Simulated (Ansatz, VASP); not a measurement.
**ZrB2 in VASP and in Ansatz**

Contents of INCAR:

```
  ALGO = Normal
  EDIFF = 1E-7
  ENCUT = 520
  GGA = PE
  ISIF = 2
  ISMEAR = -1
  LASPH = T
  LCHARG = T
  LELF = T
  LREAL = F
  LVHAR = T
  LWAVE = F
  NBANDS = 16
  NELM = 100
  PREC = Accurate
  SIGMA = 0.05
```

KPOINTS

```
k-points
0
Gamma
  12 12 9
```

POSCAR

```
ZrB2
1.0
    3.1649998255      0.0000000000      0.0000000000
   -1.5824999128      2.7409702519      0.0000000000
    0.0000000000      0.0000000000      3.4848000000
Zr B
1 2
Direct
    0.0000000000      0.0000000000      0.0000000000
    0.3333333333      0.6666666667      0.5000000000
    0.6666666667      0.3333333333      0.5000000000
```

Input for Ansatz:

```yaml
crystal:
  lattice:
    - [3.1649998255, 0.0, 0.0]
    - [-1.5824999128, 2.7409702519, 0.0]
    - [0.0, 0.0, 3.4848]
  atoms:
    - { symbol: Zr, position: [0.0, 0.0, 0.0] }
    - { symbol: B, position: [0.3333333333, 0.6666666667, 0.5] }
    - { symbol: B, position: [0.6666666667, 0.3333333333, 0.5] }
kpoints:
  mp_grid: { grid: [12, 12, 9] }
  band_path:
    path:
      - [0.0, 0.0, 0.0]
      - [0.5, 0.0, 0.0]
      - [0.3333333333, 0.3333333333, 0.0]
      - [0.0, 0.0, 0.0]
      - [0.0, 0.0, 0.5]
      - [0.5, 0.0, 0.5]
      - [0.3333333333, 0.3333333333, 0.5]
      - [0.0, 0.0, 0.5]
      - [0.5, 0.0, 0.5]
    npoints: 5
scf:
  occupations: { method: fermi_dirac, width: 0.05 }
hamiltonian:
  xc: pbe
  pseudopotentials: { kind: all_electron, lapw: { basis_error: 0.001 } }
output:
  forces: true
  stress: true
  eigenvalues: true
```

Change from the starting cell: zz strain of -1 %.

Alike in both runs: task single point; functional PBE; k mesh 12 × 12 × 9; occupations fermi-dirac, width 0.05 eV; no spin polarisation.

```csv
,VASP,Ansatz
version,VASP 6.6.1,Ansatz 0.2.0
potentials or method,"VASP PAW PBE potentials, release 64 (Zr_sv, B), cutoff 520 eV","all-electron LAPW, scalar-relativistic"
```

```tsv
	VASP	Ansatz	Ansatz less VASP
pressure (GPa)	5.0	4.9	-0.12
traceless stress, the component that is largest in VASP (GPa)	3.29	3.29	-0.002
```

Ansatz ran all-electron here, and VASP with PAW potentials.
